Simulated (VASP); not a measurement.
# Ge (Pm-3m) in VASP: a series of runs

The runs below take Ge through single point, relaxation of cell and atoms, with PBE.

All numbers are computed with VASP 6.6.1; they aren't measurements. Logs are shortened: lines on timing, memory, paths and dates and some standing lists are left out, and cuts for length are marked.

### 1 The cell of the first run

The structure is cubic, space group Pm-3m (No. 221). Conventional cell: a = 2.714 Å, b = 2.714 Å, c = 2.714 Å, α = 90.00°, β = 90.00°, γ = 90.00°. Ge (site symmetry m-3m) has 6 Ge at 2.71 Å within 3.6 Å.

### 2 Single point, PBE

INCAR reads:

```
SYSTEM = Ge
ALGO     = Normal         ! electronic algorithm
EDIFF    = 1E-7           ! SCF threshold, eV
ENCUT    = 520            ! plane-wave cutoff, eV
GGA      = PE             ! functional
ISIF     = 2              ! what is computed and relaxed
ISMEAR   = -1             ! smearing method
LASPH    = .TRUE.         ! aspherical terms in the spheres
LCHARG   = .FALSE.        ! write CHGCAR
LREAL    = .FALSE.        ! projectors in reciprocal space
LWAVE    = .FALSE.        ! write WAVECAR
NBANDS   = 13             ! bands
NELM     = 60             ! most SCF steps
PREC     = Accurate       ! precision mode
SIGMA    = 0.1            ! smearing width, eV
```

KPOINTS reads:

```
k-points
0
G
  19 19 19
  0 0 0
```

POSCAR reads:

```
Ge
1.0
    2.7137598632      0.0000000000      0.0000000000
    0.0000000000      2.7137598632      0.0000000000
    0.0000000000      0.0000000000      2.7137598632
Ge
1
Direct
    0.0000000000      0.0000000000      0.0000000000
```

Potentials or basis: VASP PAW PBE potentials, release 64 (Ge_d).

Started as:

```bash
$ cat potpaw_PBE.64/Ge_d/POTCAR > POTCAR
$ mpirun -np 1 vasp_std > vasp.out
```

OUTCAR:

```text
SYSTEM = Ge
   EDIFF = 1E-7
   ENCUT = 520
   GGA = PE
   ISIF = 2
   ISMEAR = -1
   LASPH = .TRUE.
   LREAL = .FALSE.
   NELM = 60
   PREC = Accurate

 ion  position               nearest neighbor table
   1  0.000  0.000  0.000-

  LATTYP: Found a simple cubic cell.
 ALAT       =     2.7137598632

  Lattice vectors:

 A1 = (   2.7137598632,   0.0000000000,   0.0000000000)
 A2 = (   0.0000000000,   2.7137598632,   0.0000000000)
 A3 = (   0.0000000000,   0.0000000000,   2.7137598632)

Analysis of symmetry for initial positions (statically):
=====================================================================
 Subroutine PRICEL returns:
 Original cell was already a primitive cell.

 Routine SETGRP: Setting up the symmetry group for a
 simple cubic supercell.

 Subroutine GETGRP returns: Found 48 space group operations
 (whereof 48 operations were pure point group operations)
 out of a pool of 48 trial point group operations.

The static configuration has the point symmetry O_h .

Analysis of symmetry for dynamics (positions and initial velocities):
=====================================================================
 Subroutine PRICEL returns:
 Original cell was already a primitive cell.

 Routine SETGRP: Setting up the symmetry group for a
 simple cubic supercell.

 Subroutine GETGRP returns: Found 48 space group operations
 (whereof 48 operations were pure point group operations)
 out of a pool of 48 trial point group operations.

The dynamic configuration has the point symmetry O_h .

 Subroutine INISYM returns: Found 48 space group operations
 (whereof 48 operations are pure point group operations),
 and found     1 'primitive' translations

----------------------------------------------------------------------------------------

                                     Primitive cell

  volume of cell :      19.9855

  direct lattice vectors                    reciprocal lattice vectors
     2.713759863  0.000000000  0.000000000     0.368492442  0.000000000  0.000000000
     0.000000000  2.713759863  0.000000000     0.000000000  0.368492442  0.000000000
     0.000000000  0.000000000  2.713759863     0.000000000  0.000000000  0.368492442

  length of vectors
     2.713759863  2.713759863  2.713759863     0.368492442  0.368492442  0.368492442

  position of ions in fractional coordinates (direct lattice)
     0.000000000  0.000000000  0.000000000

  ion indices of the primitive-cell ions
   primitive index   ion index
                 1           1

----------------------------------------------------------------------------------------

 KPOINTS: k-points

Automatic generation of k-mesh.
 Grid dimensions read from file:
 generate k-points for:   19   19   19

 Generating k-lattice:

  Cartesian coordinates                     Fractional coordinates (reciprocal lattice)
     0.019394339  0.000000000  0.000000000     0.052631579  0.000000000  0.000000000
     0.000000000  0.019394339  0.000000000     0.000000000  0.052631579  0.000000000
     0.000000000  0.000000000  0.019394339     0.000000000  0.000000000  0.052631579

  Length of vectors
     0.019394339  0.019394339  0.019394339

  Shift w.r.t. Gamma in fractional coordinates (k-lattice)
     0.000000000  0.000000000  0.000000000

 Subroutine IBZKPT returns following result:
 ===========================================

 Found    220 irreducible k-points:

 Following reciprocal coordinates:
            Coordinates               Weight
  0.000000  0.000000  0.000000      1.000000
  0.052632  0.000000  0.000000      6.000000
  0.105263  0.000000  0.000000      6.000000
  0.157895  0.000000  0.000000      6.000000
  0.210526  0.000000  0.000000      6.000000
  0.263158  0.000000  0.000000      6.000000
[... 16 lines left out ...]
  0.263158  0.105263  0.000000     24.000000
  0.315789  0.105263  0.000000     24.000000
 [... further k-points ...]
   k-points           NKPTS =    220   k-points in BZ     NKDIM =    220   number of bands    NBANDS=     13
   number of dos      NEDOS =    301   number of ions     NIONS =      1
   total plane-waves  NPLWV =   8000
   dimension x,y,z NGX =    20 NGY =   20 NGZ =   20
   dimension x,y,z NGXF=    40 NGYF=   40 NGZF=   40
   ions per type =               1
   NGX,Y,Z   is equivalent  to a cutoff of  12.25, 12.25, 12.25 a.u.
   NGXF,Y,Z  is equivalent  to a cutoff of  24.50, 24.50, 24.50 a.u.
 SYSTEM =  Ge
   PREC   = accura    normal or accurate (medium, high low for compatibility)
   ISTART =      0    job   : 0-new  1-cont  2-samecut
   ICHARG =      2    charge: 1-file 2-atom 10-const
   ISPIN  =      1    spin polarized calculation?
   LNONCOLLINEAR =      F non collinear calculations
   LSORBIT =      F    spin-orbit coupling
   LASPH  =      T    aspherical Exc in radial PAW
   ENCUT  =  520.0 eV  38.22 Ry    6.18 a.u.   5.05  5.05  5.05*2*pi/ulx,y,z
   NELM   =     60;   NELMIN=  2; NELMDL= -5     # of ELM steps
   EDIFF  = 0.1E-06   stopping-criterion for ELM
   LREAL  =      F    real-space projection
   EDIFFG = 0.1E-05   stopping-criterion for IOM
   NSW    =      0    number of steps for IOM
   IBRION =     -1    ionic relax: 0-MD 1-quasi-New 2-CG
   NFREE  =      0    steps in history (QN), initial steepest desc. (CG)
   ISIF   =      2    stress and relaxation
   ISYM   =      2    0-nonsym 1-usesym 2-fastsym
   POTIM  = 0.5000    time-step for ionic-motion
   TEBEG  =    0.0;   TEEND  =   0.0 temperature during run
   PSTRESS=    0.0 pullay stress
   NELECT =      14.0000    total number of electrons
   NUPDOWN=      -1.0000    fix difference up-down
   EMIN   =  10.00;   EMAX   =-10.00  energy-range for DOS
   EFERMI =   0.00;   METHOD = LEGACY
   ISMEAR =    -1;   SIGMA  =   0.10  broadening in eV -4-tet -1-fermi 0-gaus
   EFERMI_NEDOS =   21; number of points for ismear=-14 and -15
   IALGO  =     38    algorithm
   IMIX   =      4    mixing-type and parameters
     AMIX     =   0.40;   BMIX     =  1.00
     AMIX_MAG =   1.60;   BMIX_MAG =  1.00
  volume/ion in A,a.u.               =      19.99       134.87
  Fermi-wavevector in a.u.,A,eV,Ry     =   1.453939  2.747546 28.761869  2.113938
  Thomas-Fermi vector in A             =   2.571147
   LORBIT       =      0    0 simple, 1 ext, 2 COOP (PROOUT), +10 PAW based schemes
   GGA     = PE    functional components
   LHFCALC =     F    Hartree Fock is set to
   AEXX    =    0.0000 exact exchange contribution
   IVDW    =     0    specifies the selected vdW correction
   LEPSILON=     F    determine dielectric tensor
   LRPA    =     F    only Hartree local field effects (RPA)
 non-spin polarized calculation
  energy-cutoff  :      520.00
  volume of cell :       19.99
 maximum number of plane-waves:       552
   NGX = 11   NGY = 11   NGZ = 11

 number of electron      13.9999972 magnetization

 Free energy of the ion-electron system (eV)
  ---------------------------------------------------
  ext. energy  EPLUGINS =         0.00000000
  ---------------------------------------------------
  free energy    TOTEN  =        -4.28036587 eV

  energy without entropy =       -4.26362704  energy(sigma->0) =       -4.27199645

 E-fermi :   5.8542     XC(G=0): -10.8927

 val. band max:        5.8378316021   @ k =   0.4211   0.4211   0.3158
 cond. band min:       5.8769279945   @ k =   0.2632   0.1579   0.1579
 fundamental gap:      0.0390963925
 Fermi energy:         5.8541967130

 k-point     1 :       0.0000    0.0000    0.0000
  band No.  band energies     occupation
      1     -18.7883      2.00000
      2     -18.7883      2.00000
      3     -18.5477      2.00000
      4     -18.5477      2.00000
      5     -18.5477      2.00000
      6      -6.8233      2.00000
      7      12.4465      0.00000
      8      12.4465      0.00000
      9      12.4465      0.00000
     10      15.8877      0.00000
     11      15.8877      0.00000
     12      18.2748      0.00000
     13      34.4513      0.00000

 k-point     2 :       0.0526    0.0000    0.0000
  band No.  band energies     occupation
      1     -18.7880      2.00000
      2     -18.7832      2.00000
      3     -18.5494      2.00000
      4     -18.5494      2.00000
      5     -18.5475      2.00000
      6      -6.7694      2.00000
      7      11.5721      0.00000
      8      12.4984      0.00000
      9      12.4984      0.00000
     10      15.9359      0.00000
     11      16.5769      0.00000
     12      18.6008      0.00000
     13      32.6995      0.00000

 k-point     3 :       0.1053    0.0000    0.0000
  band No.  band energies     occupation
      1     -18.7870      2.00000
      2     -18.7684      2.00000
      3     -18.5543      2.00000
      4     -18.5543      2.00000
      5     -18.5471      2.00000
      6      -6.6078      2.00000
      7       9.9518      0.00000
      8      12.6526      0.00000
      9      12.6526      0.00000
     10      16.0801      0.00000
     11      17.3601      0.00000
     12      19.8550      0.00000
     13      30.8260      0.00000
[... 305 lines left out ...]
 k-point    23 :       0.2632    0.1053    0.0000
  band No.  band energies     occupation
      1     -18.7670      2.00000
      2     -18.6783      2.00000
      3     -18.5900      2.00000
      4     -18.5810      2.00000
      5     -18.5513      2.00000
      6      -5.2774      2.00000
      7       5.1874      1.99746
      8      11.2325      0.00000
      9      13.8661      0.00000
     10      17.9519      0.00000
     11      20.3500      0.00000
     12      22.9044      0.00000
     13      26.1409      0.00000

 k-point    24 :       0.3158    0.1053    0.0000
  band No.  band energies     occupation
      1     -18.7648      2.00000
      2     -18.6483      2.00000
      3     -18.6004      2.00000
      4     -18.5910      2.00000
      5     -18.5505      2.00000
      6      -4.7142      2.00000
      7       3.7296      2.00000
      8      11.7248      0.00000
      9      14.3298      0.00000
     10      18.4415      0.00000
     11      20.1003      0.00000
     12      22.4187      0.00000
     13      24.8180      0.00000

 [... further k-points ...]
[... 5 lines left out ...]
  --------------------------------------------------------------------------------------
  -------------------------------------------------------------------------------------
  Total       -0.0296871     -0.0296871     -0.0296871     -0.0000000     -0.0000000      0.0000000
  in kB       -2.3799311     -2.3799311     -2.3799311     -0.0000000     -0.0000000      0.0000000
  external PRESSURE =      -2.3799311 kB  Pullay stress =       0.0000000 kB

 VOLUME and BASIS-vectors are now :
 -----------------------------------------------------------------------------
  energy-cutoff  :      520.00
  volume of cell :       19.99
      direct lattice vectors                 reciprocal lattice vectors
     2.713759863  0.000000000  0.000000000     0.368492442  0.000000000  0.000000000
     0.000000000  2.713759863  0.000000000     0.000000000  0.368492442  0.000000000
     0.000000000  0.000000000  2.713759863     0.000000000  0.000000000  0.368492442

 POSITION                                       TOTAL-FORCE (eV/Angst)
 -----------------------------------------------------------------------------------
      0.00000      0.00000      0.00000         0.000000      0.000000      0.000000
 -----------------------------------------------------------------------------------
    total drift:                                0.000000      0.000000      0.000000

  FREE ENERGIE OF THE ION-ELECTRON SYSTEM (eV)
  ---------------------------------------------------
  free  energy   TOTEN  =        -4.2803658669 eV

  energy  without entropy=       -4.2636270372  energy(sigma->0) =       -4.27199645
```

Wall time 17 s (1 thread of Intel Xeon 6975P-C, shared host); peak memory 0.16 GiB.

What came out:

| Property | Result |
| --- | --- |
| Free energy | -4.2804 eV |
| Pressure | -0.2 GPa |
| Band gap on the k mesh | zero (band 7 reaches 12.45 eV, above the bottom of band 8 at 3.50 eV) |

Levels at points of the mesh, in eV from the Fermi level:
```tsv
k point	band 4	band 5	band 6	band 7	band 8	band 9	band 10	band 11
(0.00, 0.00, 0.00)	-24.40	-24.40	-12.68	6.59	6.59	6.59	10.03	10.03
```

### 3 Single point, PBE

INCAR reads:

```
SYSTEM = Ge
PREC = Accurate
ENCUT = 500
EDIFF = 1E-6
ISMEAR = -1
SIGMA = 0.1
LREAL = .False.
LASPH = .True.
NELM = 120
ALGO = Normal
ISIF = 2
LWAVE = .False.
LCHARG = .True.
GGA = PE
LELF = .True.
LVHAR = .True.
NBANDS = 13
GGA_COMPAT = .False.
```

KPOINTS reads:

```
Automatic mesh
0
Gamma
  11 11 11
  0 0 0
```

POSCAR is that of step 2.

Potentials or basis: VASP PAW PBE potentials, release 64 (Ge_d).

Started as:

```bash
$ cat potpaw_PBE.64/Ge_d/POTCAR > POTCAR
$ mpirun -np 1 vasp_std > vasp.out
```

OUTCAR:

```text
SYSTEM = Ge
   PREC = Accurate
   ENCUT = 500
   EDIFF = 1E-6
   ISMEAR = -1
   LREAL = .False.
   LASPH = .True.
   NELM = 120
   ISIF = 2
   GGA = PE

 ion  position               nearest neighbor table
   1  0.000  0.000  0.000-

  LATTYP: Found a simple cubic cell.
 ALAT       =     2.7137598632

  Lattice vectors:

 A1 = (   2.7137598632,   0.0000000000,   0.0000000000)
 A2 = (   0.0000000000,   2.7137598632,   0.0000000000)
 A3 = (   0.0000000000,   0.0000000000,   2.7137598632)

Analysis of symmetry for initial positions (statically):
=====================================================================
 Subroutine PRICEL returns:
 Original cell was already a primitive cell.

 Routine SETGRP: Setting up the symmetry group for a
 simple cubic supercell.

 Subroutine GETGRP returns: Found 48 space group operations
 (whereof 48 operations were pure point group operations)
 out of a pool of 48 trial point group operations.

The static configuration has the point symmetry O_h .

Analysis of symmetry for dynamics (positions and initial velocities):
=====================================================================
 Subroutine PRICEL returns:
 Original cell was already a primitive cell.

 Routine SETGRP: Setting up the symmetry group for a
 simple cubic supercell.

 Subroutine GETGRP returns: Found 48 space group operations
 (whereof 48 operations were pure point group operations)
 out of a pool of 48 trial point group operations.

The dynamic configuration has the point symmetry O_h .

 Subroutine INISYM returns: Found 48 space group operations
 (whereof 48 operations are pure point group operations),
 and found     1 'primitive' translations

----------------------------------------------------------------------------------------

                                     Primitive cell

[... 108 lines left out ...]
     AMIX_MAG =   1.60;   BMIX_MAG =  1.00
  volume/ion in A,a.u.               =      19.99       134.87
  Fermi-wavevector in a.u.,A,eV,Ry     =   1.453939  2.747546 28.761869  2.113938
  Thomas-Fermi vector in A             =   2.571147
   LORBIT       =      0    0 simple, 1 ext, 2 COOP (PROOUT), +10 PAW based schemes
   GGA     = PE    functional components
   LHFCALC =     F    Hartree Fock is set to
   AEXX    =    0.0000 exact exchange contribution
   IVDW    =     0    specifies the selected vdW correction
   LEPSILON=     F    determine dielectric tensor
   LRPA    =     F    only Hartree local field effects (RPA)
 non-spin polarized calculation
  energy-cutoff  :      500.00
  volume of cell :       19.99
 maximum number of plane-waves:       517
 NGX is ok and might be reduce to    20
   NGX =  9   NGY =  9   NGZ =  9

 number of electron      13.9999972 magnetization

 Free energy of the ion-electron system (eV)
  ---------------------------------------------------
  ext. energy  EPLUGINS =         0.00000000
  ---------------------------------------------------
  free energy    TOTEN  =        -4.26969648 eV

  energy without entropy =       -4.25040414  energy(sigma->0) =       -4.26005031

 E-fermi :   5.7536     XC(G=0): -10.8945

 val. band max:        5.6356981450   @ k =   0.2727   0.2727   0.0000
 cond. band min:       5.7879341952   @ k =   0.2727   0.2727   0.0909
 fundamental gap:      0.1522360502
 Fermi energy:         5.7535755824

 k-point     1 :       0.0000    0.0000    0.0000
  band No.  band energies     occupation
      1     -18.7913      2.00000
      2     -18.7913      2.00000
      3     -18.5505      2.00000
      4     -18.5505      2.00000
      5     -18.5505      2.00000
      6      -6.8254      2.00000
      7      12.4445      0.00000
      8      12.4445      0.00000
      9      12.4445      0.00000
     10      15.8866      0.00000
     11      15.8866      0.00000
     12      18.2706      0.00000
     13      34.4382      0.00000
[... 354 lines left out ...]
  band No.  band energies     occupation
      1     -18.7609      2.00000
      2     -18.6732      2.00000
      3     -18.5927      2.00000
      4     -18.5917      2.00000
      5     -18.5575      2.00000
      6      -5.0777      2.00000
      7       5.0114      1.99880
      8      11.6479      0.00000
      9      12.2407      0.00000
     10      19.8139      0.00000
     11      20.2120      0.00000
     12      22.8964      0.00000
     13      23.5130      0.00000

 [... further k-points ...]
[... 5 lines left out ...]
  --------------------------------------------------------------------------------------
  -------------------------------------------------------------------------------------
  Total       -0.0243311     -0.0243311     -0.0243311      0.0000000     -0.0000000      0.0000000
  in kB       -1.9505535     -1.9505535     -1.9505535      0.0000000     -0.0000000      0.0000000
  external PRESSURE =      -1.9505535 kB  Pullay stress =       0.0000000 kB

 VOLUME and BASIS-vectors are now :
 -----------------------------------------------------------------------------
  energy-cutoff  :      500.00
  volume of cell :       19.99
      direct lattice vectors                 reciprocal lattice vectors
     2.713759863  0.000000000  0.000000000     0.368492442  0.000000000  0.000000000
     0.000000000  2.713759863  0.000000000     0.000000000  0.368492442  0.000000000
     0.000000000  0.000000000  2.713759863     0.000000000  0.000000000  0.368492442

 POSITION                                       TOTAL-FORCE (eV/Angst)
 -----------------------------------------------------------------------------------
      0.00000      0.00000      0.00000         0.000000      0.000000      0.000000
 -----------------------------------------------------------------------------------
    total drift:                               -0.000000      0.000000      0.000000

  FREE ENERGIE OF THE ION-ELECTRON SYSTEM (eV)
  ---------------------------------------------------
  free  energy   TOTEN  =        -4.2696964796 eV

  energy  without entropy=       -4.2504041366  energy(sigma->0) =       -4.26005031
```

OSZICAR:

```text
N       E                     dE             d eps       ncg     rms          rms(c)
DAV:   1     0.637860986774E+02    0.63786E+02   -0.70569E+03  1636   0.286E+03
DAV:   2     0.163636511930E+01   -0.62150E+02   -0.59133E+02  1521   0.409E+02
DAV:   3    -0.418614182782E+01   -0.58225E+01   -0.57912E+01  1626   0.738E+01
DAV:   4    -0.427306126685E+01   -0.86919E-01   -0.86906E-01  1686   0.954E+00
DAV:   5    -0.427390754017E+01   -0.84627E-03   -0.84626E-03  1676   0.108E+00    0.136E+00
DAV:   6    -0.427031846946E+01    0.35891E-02   -0.59426E-03  1806   0.172E+00    0.776E-01
DAV:   7    -0.426970462215E+01    0.61385E-03   -0.44367E-03  1761   0.122E+00    0.762E-02
DAV:   8    -0.426969983968E+01    0.47825E-05   -0.68955E-04  1756   0.600E-01    0.319E-02
DAV:   9    -0.426969649158E+01    0.33481E-05   -0.26820E-05  1817   0.108E-01    0.598E-03
DAV:  10    -0.426969647959E+01    0.11988E-07   -0.76922E-07  1173   0.106E-02
   1 F= -.42696965E+01 E0= -.42600503E+01  d E =-.192923E-01
```

stdout:

```text
POSCAR found type information on POSCAR Ge
 POSCAR found :  1 types and       1 ions
 scaLAPACK will be used
 LDA part: xc-table for (Slater+PW92), standard interpolation
 POSCAR, INCAR and KPOINTS ok, starting setup
 FFT: planning ... GRIDC
 FFT: planning ... GRID_SOFT
 FFT: planning ... GRID
 WAVECAR not read
 entering main loop
```

Run time: 14 s. Hardware: 1 thread of Intel Xeon 8259CL, shared host; peak memory 0.13 GiB.

What came out:

```yaml
Free_energy: -4.2697 eV
Pressure: -0.2 GPa
Band_gap_on_the_k_mesh: zero (band 7 reaches 12.44 eV, above the bottom of band 8 at 3.72 eV)
```

(Part 1 of 2 ends here.)
